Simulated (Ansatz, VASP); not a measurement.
# W: VASP beside Ansatz

INCAR

```
PREC = Accurate
ENCUT = 520
EDIFF = 1E-6
ISMEAR = 0
SIGMA = 0.15
LREAL = F
LASPH = T
NELM = 100
ALGO = Fast
ISIF = 2
LWAVE = F
LCHARG = F
GGA = PS
NBANDS = 36
```

File KPOINTS:

```
Automatic mesh
0
Gamma
  18 18 5
```

POSCAR

```
W
1.0
   -1.5973000000      1.5973000000     -1.5973000000
   -1.5973000000     -1.5973000000      1.5973000000
    0.0000000000      6.9217398200      5.8566601800
W
4
Direct
   -0.1458625000      0.1458625000      0.8750000000
    0.4791625000      0.5208375000      0.1250000000
   -0.0625125000      0.0625125000      0.3750000000
    0.3958125000      0.6041875000      0.6250000000
```

Input for Ansatz:

```yaml
crystal:
  lattice:
    - [-1.5973, 1.5973, -1.5973]
    - [-1.5973, -1.5973, 1.5973]
    - [0.0, 6.92173982, 5.85666018]
  atoms:
    - { symbol: W, position: [-0.1458625, 0.1458625, 0.875] }
    - { symbol: W, position: [0.4791625, 0.5208375, 0.125] }
    - { symbol: W, position: [-0.0625125, 0.0625125, 0.375] }
    - { symbol: W, position: [0.3958125, 0.6041875, 0.625] }
basis:
  ecutwfc: 420
kpoints:
  mp_grid: { grid: [18, 18, 5] }
hamiltonian:
  xc: pbesol
scf:
  occupations: { method: gaussian, width: 0.15 }
output:
  forces: true
  stress: true
  eigenvalues: true
```

Alike in both runs: task single point; functional PBEsol; k mesh 18 × 18 × 5; occupations gaussian, width 0.15 eV; no spin polarisation.

|  | VASP | Ansatz |
| --- | --- | --- |
| version | VASP 6.6.1 | Ansatz 0.2.0 |
| potentials or method | VASP PAW PBE potentials, release 64 (W_sv), cutoff 520 eV | scalar-relativistic, plane waves, PAW |
| valence electrons in the cell | 56 | 56 |

```csv
,VASP,Ansatz,Ansatz less VASP
gap on the k mesh at the Fermi level (eV),none,none,-
pressure (GPa),-8.5,-9.0,-0.52
"traceless stress, the component that is largest in VASP (GPa)",5.30,5.27,-0.033
rms of the force components (eV/Å),0.632,0.630,-0.0021
```

VASP's potentials were made for PBE, not for PBEsol. Atom by atom the forces differ by 0.002 eV/Å (rms over components). A gap of «none» marks a metal or a gap that the smearing closes.

Neither program's run includes spin-orbit coupling.
